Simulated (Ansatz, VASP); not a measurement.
# SnTe in VASP and in Ansatz

```
Sn Te
1.0
     0.00000    3.10723    3.10723
     3.10723    0.00000    3.10723
     3.10723    3.10723    0.00000
Sn Te
1 1
Direct
  0.00000 0.00000 0.00000
  0.25000 0.25000 0.25000
```

Alike in both runs: task relaxation of cell and atoms; functional PBEsol; k mesh 12 × 12 × 12; occupations fermi-dirac, width 0.1 eV; no spin polarisation.

|  | VASP | Ansatz |
| --- | --- | --- |
| version | VASP 6.6.1 | Ansatz 0.2.0 |
| potentials or method | VASP PAW PBE potentials, release 64 (Sn_d, Te) | PAW with Ansatz's default frozen-core files, scalar-relativistic |
| plane-wave cutoff (eV) | 600 | 420 |
| valence electrons in the cell | 20 | 30 |

|  | VASP | Ansatz | Ansatz less VASP |
| --- | --- | --- | --- |
| relaxed volume (Å³/atom) | 44.31 | 44.27 | -0.043 |
| relaxed length of the cell vector where the two differ most in proportion (Å) | 5.004 | 5.003 | -0.0016 |

VASP's potentials were made for PBE, not for PBEsol. VASP's potentials hold 20 valence electrons a cell and Ansatz's 30, so a difference there can come from the potentials and not from the codes.

Neither program's run includes spin-orbit coupling. Noted on VASP's run: the volume moved by over 15 % at a fixed basis, so the end points are rough.
